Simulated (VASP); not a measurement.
# Ba (a cell with a defect) in VASP: notebook

The runs below take Ba (a cell with a defect) through single point, with PBEsol.

Program: VASP 6.6.1. These are calculated values, not measurements. Logs are shortened: lines on timing, memory, paths and dates and some standing lists are left out, and cuts for length are marked.

## 1. The cell of the first run

The cell holds a defect, 7 atoms: a = 7.999 Å, b = 7.999 Å, c = 7.211 Å, α = 90.00°, β = 90.00°, γ = 90.00°.

## 2. Single point, PBEsol

The input, INCAR:

```
  PREC = Accurate
  ENCUT = 400
  EDIFF = 1E-6
  ISMEAR = 0
  SIGMA = 0.1
  LREAL = False
  LASPH = True
  NELM = 120
  ALGO = Normal
  ISIF = 2
  LWAVE = False
  LCHARG = True
  GGA = PS
  LELF = True
  LVHAR = True
  NBANDS = 44
  GGA_COMPAT = False
```

The input, KPOINTS:

```
regular mesh
0
Gamma
  1 1 1
```

The input, POSCAR:

```
Ba
1.0
    7.9993000000      0.0000000000      0.0000000000
    0.0000000000      7.9993000000      0.0000000000
    0.0000000000      0.0000000000      7.2110780000
Ba
7
Direct
    0.2500000000      0.2500000000      0.7499999307
    0.2500000000      0.7500000000      0.2499999307
    0.2500000000      0.7500000000      0.7499999307
    0.7500000000      0.2500000000      0.2499999307
    0.7500000000      0.2500000000      0.7499999307
    0.7500000000      0.7500000000      0.2499999307
    0.7500000000      0.7500000000      0.7499999307
```

Potentials or basis: VASP PAW PBE potentials, release 64 (Ba_sv).

The run is started by

```
> cat potpaw_PBE.64/Ba_sv/POTCAR > POTCAR
> mpirun -np 1 vasp_gam > vasp.out
```

OUTCAR:

```text
PREC = Accurate
   ENCUT = 400
   EDIFF = 1E-6
   ISMEAR = 0
   LREAL = False
   LASPH = True
   NELM = 120
   ISIF = 2
   GGA = PS

 ion  position               nearest neighbor table
   1  0.250  0.250  0.750-   3 4.00   5 4.00   3 4.00   5 4.00
   2  0.250  0.750  0.250-   3 3.61   3 3.61   6 4.00   6 4.00
   3  0.250  0.750  0.750-   2 3.61   2 3.61   7 4.00   1 4.00   1 4.00   7 4.00
   4  0.750  0.250  0.250-   5 3.61   5 3.61   6 4.00   6 4.00
   5  0.750  0.250  0.750-   4 3.61   4 3.61   7 4.00   1 4.00   7 4.00   1 4.00
   6  0.750  0.750  0.250-   7 3.61   7 3.61   2 4.00   4 4.00   4 4.00   2 4.00
   7  0.750  0.750  0.750-   6 3.61   6 3.61   3 4.00   5 4.00   5 4.00   3 4.00

  LATTYP: Found a simple tetragonal cell.
 ALAT       =     7.9993000000
 C/A-ratio  =     0.9014636281

  Lattice vectors:

 A1 = (   7.9993000000,   0.0000000000,   0.0000000000)
 A2 = (   0.0000000000,   7.9993000000,   0.0000000000)
 A3 = (   0.0000000000,   0.0000000000,   7.2110780000)

Analysis of symmetry for initial positions (statically):
=====================================================================
 Subroutine PRICEL returns:
 Original cell was already a primitive cell.

 Routine SETGRP: Setting up the symmetry group for a
 simple tetragonal supercell.

 Subroutine GETGRP returns: Found 16 space group operations
 (whereof  2 operations were pure point group operations)
 out of a pool of 16 trial point group operations.

The static configuration has the point symmetry C_1h.
 The point group associated with its full space group is D_4h.

Analysis of symmetry for dynamics (positions and initial velocities):
=====================================================================
 Subroutine PRICEL returns:
 Original cell was already a primitive cell.

 Routine SETGRP: Setting up the symmetry group for a
 simple tetragonal supercell.

 Subroutine GETGRP returns: Found 16 space group operations
 (whereof  2 operations were pure point group operations)
 out of a pool of 16 trial point group operations.

The dynamic configuration has the point symmetry C_1h.
 The point group associated with its full space group is D_4h.

 Subroutine INISYM returns: Found 16 space group operations
 (whereof  2 operations are pure point group operations),
 and found     1 'primitive' translations

----------------------------------------------------------------------------------------

                                     Primitive cell

  volume of cell :     461.4282

  direct lattice vectors                    reciprocal lattice vectors
     7.999300000  0.000000000  0.000000000     0.125010938  0.000000000  0.000000000
     0.000000000  7.999300000  0.000000000     0.000000000  0.125010938  0.000000000
     0.000000000  0.000000000  7.211078000     0.000000000  0.000000000  0.138675521

  length of vectors
     7.999300000  7.999300000  7.211078000     0.125010938  0.125010938  0.138675521

  position of ions in fractional coordinates (direct lattice)
     0.250000000  0.250000000  0.749999931
     0.250000000  0.750000000  0.249999931
     0.250000000  0.750000000  0.749999931
     0.750000000  0.250000000  0.249999931
     0.750000000  0.250000000  0.749999931
     0.750000000  0.750000000  0.249999931
     0.750000000  0.750000000  0.749999931

  ion indices of the primitive-cell ions
   primitive index   ion index
                 1           1
                 2           2
                 3           3
                 4           4
                 5           5
                 6           6
                 7           7

----------------------------------------------------------------------------------------

 KPOINTS: regular mesh

Automatic generation of k-mesh.
 Grid dimensions read from file:
 generate k-points for:    1    1    1

 Generating k-lattice:

  Cartesian coordinates                     Fractional coordinates (reciprocal lattice)
     0.125010938  0.000000000  0.000000000     1.000000000  0.000000000  0.000000000
     0.000000000  0.125010938  0.000000000     0.000000000  1.000000000  0.000000000
     0.000000000  0.000000000  0.138675521     0.000000000  0.000000000  1.000000000

  Length of vectors
     0.125010938  0.125010938  0.138675521

  Shift w.r.t. Gamma in fractional coordinates (k-lattice)
     0.000000000  0.000000000  0.000000000

 Subroutine IBZKPT returns following result:
 ===========================================

 Found      1 irreducible k-points:

 Following reciprocal coordinates:
            Coordinates               Weight
  0.000000  0.000000  0.000000      1.000000
   k-points           NKPTS =      1   k-points in BZ     NKDIM =      1   number of bands    NBANDS=     44
   number of dos      NEDOS =    301   number of ions     NIONS =      7
   total plane-waves  NPLWV = 139968
   dimension x,y,z NGX =    54 NGY =   54 NGZ =   48
   dimension x,y,z NGXF=   108 NGYF=  108 NGZF=   96
   ions per type =               7
   NGX,Y,Z   is equivalent  to a cutoff of  11.22, 11.22, 11.07 a.u.
   NGXF,Y,Z  is equivalent  to a cutoff of  22.45, 22.45, 22.13 a.u.
 SYSTEM =  unknown system
   PREC   = accura    normal or accurate (medium, high low for compatibility)
   ISTART =      0    job   : 0-new  1-cont  2-samecut
   ICHARG =      2    charge: 1-file 2-atom 10-const
   ISPIN  =      1    spin polarized calculation?
   LNONCOLLINEAR =      F non collinear calculations
   LSORBIT =      F    spin-orbit coupling
   LASPH  =      T    aspherical Exc in radial PAW
   ENCUT  =  400.0 eV  29.40 Ry    5.42 a.u.  13.04 13.04 11.76*2*pi/ulx,y,z
   NELM   =    120;   NELMIN=  2; NELMDL= -5     # of ELM steps
   EDIFF  = 0.1E-05   stopping-criterion for ELM
   LREAL  =      F    real-space projection
   EDIFFG = 0.1E-04   stopping-criterion for IOM
   NSW    =      0    number of steps for IOM
   IBRION =     -1    ionic relax: 0-MD 1-quasi-New 2-CG
   NFREE  =      0    steps in history (QN), initial steepest desc. (CG)
   ISIF   =      2    stress and relaxation
   ISYM   =      2    0-nonsym 1-usesym 2-fastsym
   POTIM  = 0.5000    time-step for ionic-motion
   TEBEG  =    0.0;   TEEND  =   0.0 temperature during run
   PSTRESS=    0.0 pullay stress
   NELECT =      70.0000    total number of electrons
   NUPDOWN=      -1.0000    fix difference up-down
   EMIN   =  10.00;   EMAX   =-10.00  energy-range for DOS
   EFERMI =   0.00;   METHOD = LEGACY
   ISMEAR =     0;   SIGMA  =   0.10  broadening in eV -4-tet -1-fermi 0-gaus
   EFERMI_NEDOS =   21; number of points for ismear=-14 and -15
   IALGO  =     38    algorithm
   IMIX   =      4    mixing-type and parameters
     AMIX     =   0.40;   BMIX     =  1.00
     AMIX_MAG =   1.60;   BMIX_MAG =  1.00
  volume/ion in A,a.u.               =      65.92       444.84
  Fermi-wavevector in a.u.,A,eV,Ry     =   0.873118  1.649953 10.372191  0.762335
  Thomas-Fermi vector in A             =   1.992463
   LORBIT       =      0    0 simple, 1 ext, 2 COOP (PROOUT), +10 PAW based schemes
   GGA     = PS    functional components
   LHFCALC =     F    Hartree Fock is set to
   AEXX    =    0.0000 exact exchange contribution
   IVDW    =     0    specifies the selected vdW correction
   LEPSILON=     F    determine dielectric tensor
   LRPA    =     F    only Hartree local field effects (RPA)
 non-spin polarized calculation
 Gauss-broadening in eV      SIGMA  =   0.10
  energy-cutoff  :      400.00
  volume of cell :      461.43
 maximum number of plane-waves:      4200
 NGX is ok and might be reduce to    54
   NGX = 27   NGY = 27   NGZ = 23

 number of electron      69.9999976 magnetization

 Free energy of the ion-electron system (eV)
  ---------------------------------------------------
  ext. energy  EPLUGINS =         0.00000000
  ---------------------------------------------------
  free energy    TOTEN  =       -15.68500997 eV

  energy without entropy =      -15.64747197  energy(sigma->0) =      -15.66624097

 E-fermi :   1.1972     XC(G=0):  -7.2328

 val. band max:        1.0874550571   @ k =   0.0000   0.0000   0.0000
 cond. band min:       1.3297115410   @ k =   0.0000   0.0000   0.0000
 fundamental gap:      0.2422564839
 Fermi energy:         1.1972152732

 k-point     1 :       0.0000    0.0000    0.0000
  band No.  band energies     occupation
      1     -27.8930      2.00000
      2     -27.8146      2.00000
      3     -27.8109      2.00000
      4     -27.4726      2.00000
      5     -27.4205      2.00000
      6     -27.4164      2.00000
      7     -27.2607      2.00000
      8     -13.6034      2.00000
      9     -13.5798      2.00000
     10     -13.2954      2.00000
     11     -13.2510      2.00000
     12     -13.2510      2.00000
     13     -13.1698      2.00000
     14     -13.1698      2.00000
     15     -13.0201      2.00000
     16     -12.9561      2.00000
     17     -12.9561      2.00000
     18     -12.8104      2.00000
     19     -12.8104      2.00000
     20     -12.4838      2.00000
     21     -12.4838      2.00000
     22     -12.4657      2.00000
     23     -12.4657      2.00000
     24     -12.1868      2.00000
     25     -12.1868      2.00000
     26     -12.1446      2.00000
     27     -12.1386      2.00000
     28     -11.8963      2.00000
     29      -1.1986      2.00000
     30       0.3384      2.00000
     31       0.3384      2.00000
     32       0.4734      2.00000
     33       0.5382      2.00000
     34       0.6547      2.00000
     35       1.0875      1.87940
     36       1.3297      0.06096
     37       1.3522      0.02840
     38       1.3522      0.02840
     39       1.4082      0.00284
     40       1.7093      0.00000
     41       1.7960      0.00000
     42       1.9687      0.00000
     43       2.0792      0.00000
     44       2.0803      0.00000

------------------------ aborting loop because EDIFF is reached ----------------------------------------

  FORCE on cell =-STRESS in cart. coord.  units (eV):
  Direction    XX          YY          ZZ          XY          YZ          ZX
  --------------------------------------------------------------------------------------
  -------------------------------------------------------------------------------------
  Total      -10.1079599    -10.1079599      3.1020517      0.0000000      0.0000000      0.0000000
  in kB      -35.0969949    -35.0969949     10.7709857      0.0000000      0.0000000      0.0000000
  external PRESSURE =     -19.8076680 kB  Pullay stress =       0.0000000 kB

 VOLUME and BASIS-vectors are now :
 -----------------------------------------------------------------------------
  energy-cutoff  :      400.00
  volume of cell :      461.43
      direct lattice vectors                 reciprocal lattice vectors
     7.999300000  0.000000000  0.000000000     0.125010938  0.000000000  0.000000000
     0.000000000  7.999300000  0.000000000     0.000000000  0.125010938  0.000000000
     0.000000000  0.000000000  7.211078000     0.000000000  0.000000000  0.138675521

 POSITION                                       TOTAL-FORCE (eV/Angst)
 -----------------------------------------------------------------------------------
      1.99982      1.99982      5.40831         0.000000     -0.000000      0.000000
      1.99982      5.99948      1.80277         0.000000     -0.000000      0.000000
      1.99982      5.99948      5.40831         0.000000      0.000000      0.000000
      5.99948      1.99982      1.80277         0.000000      0.000000      0.000000
      5.99948      1.99982      5.40831         0.000000      0.000000      0.000000
      5.99948      5.99948      1.80277         0.000000      0.000000      0.000000
      5.99948      5.99948      5.40831         0.000000      0.000000      0.000000
 -----------------------------------------------------------------------------------
    total drift:                                0.000000      0.000000      0.000000

  FREE ENERGIE OF THE ION-ELECTRON SYSTEM (eV)
  ---------------------------------------------------
  free  energy   TOTEN  =       -15.6850099713 eV

  energy  without entropy=      -15.6474719666  energy(sigma->0) =      -15.66624097
```

It took 18 s on 1 thread of AMD EPYC 9R45 (Zen 5), shared host; peak memory 0.27 GiB.

What came out:

```yaml
Free_energy: -15.6850 eV
Pressure: -2.0 GPa
Band_gap_on_the_k_mesh: 0.24 eV
```

Caveat: the k points lie up to 0.87 Å⁻¹ apart; the PAW data sets were made with another functional, which shifts forces and pressure a little; spin-orbit coupling is left out, which moves the levels of the heavy elements.

[end of part 1 of 2]
